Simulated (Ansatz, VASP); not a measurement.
AlN: VASP beside Ansatz

File INCAR:

```
PREC = Accurate
ENCUT = 520
EDIFF = 1E-6
ISMEAR = 0
SIGMA = 0.01
LREAL = Auto
LASPH = True
NELM = 80
ALGO = Normal
ISIF = 2
LWAVE = False
LCHARG = False
GGA = PE
NBANDS = 46
```

KPOINTS

```
regular mesh
0
Gamma
  4 4 4
```

Contents of POSCAR:

```
AlN
1.0
    0.0000000000      0.0000000000      5.0180433219
   -3.1302084199     -5.4216800216      0.0000000000
    6.2604168399      0.0000000000      0.0000000000
Al N
8 8
Direct
    0.4992342259      0.3333333333      0.1666666667
    0.4992342259      0.3333333333      0.6666666667
    0.4992342259      0.8333333333      0.1666666667
    0.4992342259      0.8333333333      0.6666666667
    0.9992342259      0.1666666667      0.8333333333
    0.9992342259      0.1666666667      0.3333333333
    0.9992342259      0.6666666667      0.8333333333
    0.9992342259      0.6666666667      0.3333333333
    0.8807657741      0.3333333333      0.1666666667
    0.8807657741      0.3333333333      0.6666666667
    0.8807657741      0.8333333333      0.1666666667
    0.8807657741      0.8333333333      0.6666666667
    0.3807657741      0.1666666667      0.8333333333
    0.3807657741      0.1666666667      0.3333333333
    0.3807657741      0.6666666667      0.8333333333
    0.3807657741      0.6666666667      0.3333333333
```

Input for Ansatz:

```yaml
crystal:
  lattice:
    - [0.0, 0.0, 5.0180433219]
    - [-3.1302084199, -5.4216800216, 0.0]
    - [6.2604168399, 0.0, 0.0]
  atoms:
    - { symbol: Al, position: [0.4992342259, 0.3333333333, 0.1666666667] }
    - { symbol: Al, position: [0.4992342259, 0.3333333333, 0.6666666667] }
    - { symbol: Al, position: [0.4992342259, 0.8333333333, 0.1666666667] }
    - { symbol: Al, position: [0.4992342259, 0.8333333333, 0.6666666667] }
    - { symbol: Al, position: [0.9992342259, 0.1666666667, 0.8333333333] }
    - { symbol: Al, position: [0.9992342259, 0.1666666667, 0.3333333333] }
    - { symbol: Al, position: [0.9992342259, 0.6666666667, 0.8333333333] }
    - { symbol: Al, position: [0.9992342259, 0.6666666667, 0.3333333333] }
    - { symbol: "N", position: [0.8807657741, 0.3333333333, 0.1666666667] }
    - { symbol: "N", position: [0.8807657741, 0.3333333333, 0.6666666667] }
    - { symbol: "N", position: [0.8807657741, 0.8333333333, 0.1666666667] }
    - { symbol: "N", position: [0.8807657741, 0.8333333333, 0.6666666667] }
    - { symbol: "N", position: [0.3807657741, 0.1666666667, 0.8333333333] }
    - { symbol: "N", position: [0.3807657741, 0.1666666667, 0.3333333333] }
    - { symbol: "N", position: [0.3807657741, 0.6666666667, 0.8333333333] }
    - { symbol: "N", position: [0.3807657741, 0.6666666667, 0.3333333333] }
basis:
  ecutwfc: 420
  xc_grid: 2
kpoints:
  mp_grid: { grid: [4, 4, 4], shift: [0.0, 0.0, 0.0] }
hamiltonian:
  xc: pbe
scf:
  occupations: { method: gaussian, width: 0.01 }
output:
  forces: true
  stress: true
  eigenvalues: true
  write_density: true
  write_potential: true
  elf: true
  volumetric_format: npy
```

Alike in both runs: task single point; functional PBE; k mesh 4 × 4 × 4; occupations gaussian, width 0.01 eV; no spin polarisation.

|  | VASP | Ansatz |
| --- | --- | --- |
| version | VASP 6.6.1 | Ansatz 0.2.0 |
| potentials or method | VASP PAW PBE potentials, release 64 (Al, N), cutoff 520 eV | scalar-relativistic, plane waves, PAW |
| valence electrons in the cell | 64 | 64 |

```tsv
	VASP	Ansatz	Ansatz less VASP
gap on the k mesh at the Fermi level (eV)	4.04	4.03	-0.009
least direct gap on the mesh (eV)	4.04	4.03	-0.009
pressure (GPa)	-0.3	0.0	+0.26
```
